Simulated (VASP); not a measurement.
Runs of VASP 6.6.1 on MgO. The structure is that of space group P6_3mc (No. 186), or close to it. The cells are those of the table. 

| cell | gap on the mesh (eV) | pressure (GPa) | largest force (eV/Å) |
| --- | --- | --- | --- |
| a = 3.372, b = 3.372, c = 4.817 Å, angles 90.0, 90.0, 120.0°, 4 atoms | 3.18 | -1.5 | 0.28 |
| a = 3.261, b = 3.261, c = 5.152 Å, angles 90.0, 90.0, 120.0°, 4 atoms | 3.05 | 3.3 | 0.75 |
| a = 3.282, b = 3.282, c = 5.086 Å, angles 90.0, 90.0, 120.0°, 4 atoms | (c) | 0.2 | 0.24 |
| a = 3.303, b = 3.303, c = 5.019 Å, angles 90.0, 90.0, 120.0°, 4 atoms | (b) | -0.3 | - |
| a = 3.220, b = 3.220, c = 5.284 Å, angles 90.0, 90.0, 120.0°, 4 atoms | 3.20 | 5.2 | (d) |
| a = 3.326, b = 3.326, c = 4.952 Å, angles 90.0, 90.0, 120.0°, 4 atoms | 3.06 | (a) | 0.50 |
| a = 3.397, b = 3.397, c = 4.748 Å, angles 90.0, 90.0, 120.0°, 4 atoms | 3.37 | 5.2 | 2.94 |
| a = 3.240, b = 3.240, c = 5.218 Å, angles 90.0, 90.0, 120.0°, 4 atoms | 3.54 | 0.5 | 0.15 |

Alike in all rows: task single point; level PBEsol; potentials or basis VASP PAW PBE potentials, release 64 (Mg, O); no spin polarisation; k mesh 9 × 9 × 6; cutoff (eV) 520; smearing gaussian 0.05 eV.

Question: Fill in the values left out.

Answer: (a) -0.9; (b) 3.35; (c) 3.47; (d) 0.92.

Caveats: the PAW data sets were made with another functional, which shifts forces and pressure a little.

A k mesh can miss the band edges.
